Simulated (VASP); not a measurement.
Input of a VASP 6.6.1 run:

The input INCAR:

```
  PREC = Accurate
  ENCUT = 520
  EDIFF = 1E-6
  ISMEAR = -1
  SIGMA = 0.05
  LREAL = False
  LASPH = True
  NELM = 150
  ALGO = Fast
  ISIF = 2
  LWAVE = False
  LCHARG = False
  LNONCOLLINEAR = True
  MAGMOM = 0 0 0
  LORBIT = 11
  LSORBIT = True
  GGA_COMPAT = False
  LORBMOM = True
  GGA = PE
  NBANDS = 25
```

Contents of KPOINTS:

```
regular mesh
0
Gamma
  7 7 7
```

POSCAR

```
Sn
1.0
   -2.0291894110      2.0291894110      1.6607599896
    2.0291894110     -2.0291894110      1.6607599896
    2.0291894110      2.0291894110     -1.6607599896
Sn
1
Direct
    0.0000000000      0.0000000000      0.0000000000
```

Potentials or basis: VASP PAW PBE potentials, release 64 (Sn_d).

Run with:

```sh
$ cat potpaw_PBE.64/Sn_d/POTCAR > POTCAR
$ mpirun -np 1 vasp_ncl > vasp.out
```

Question: Estimate the net moment.

Answer: 0.00 μB per cell.

Question: What does it give for the pressure?

Answer: 1.6 GPa.

Stress tensor (GPa, compression positive):
```
0.91 0.00 0.00
0.00 0.91 0.00
0.00 0.00 2.90
```
